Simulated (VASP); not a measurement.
Runs of VASP 6.6.1 on BeCo. The structure is cubic, space group Pm-3m (No. 221). The conventional cell has a = 2.606 Å, b = 2.606 Å, c = 2.606 Å, α = 90.00°, β = 90.00°, γ = 90.00°. Within 3.0 Å of Be (site symmetry m-3m) lie 8 Co at 2.26 Å and 6 Be at 2.61 Å. Co (site symmetry m-3m) has 8 Be at 2.26 Å and 6 Co at 2.61 Å within 3.0 Å. 

| spin | fixed moment (μB) | pressure (GPa) | moment (μB) |
| --- | --- | --- | --- |
| collinear, ferrimagnetic start | 1.2 | -8.3 | 1.20 |
| collinear, ferromagnetic start | 1.8 | -0.7 | 1.80 |
| collinear, zero start | 0.0 | (b) | 0.00 |
| collinear, ferromagnetic start | 2.4 | 8.2 | 2.40 |
| collinear, ferromagnetic start | 3.0 | 20.2 | 3.00 |
| collinear, ferrimagnetic start | 0.6 | (a) | 0.60 |

Alike in all rows: task single point; level LDA; potentials or basis VASP PAW LDA potentials, release 64 (Be, Co); cell as given; k mesh 8 × 8 × 8; cutoff (eV) 520; smearing fermi-dirac 0.15 eV.

Task: Estimate the missing entries.

Result: (a) -13.5; (b) -14.5.

Caveats: the total moment is fixed, so each spin has its own Fermi level.
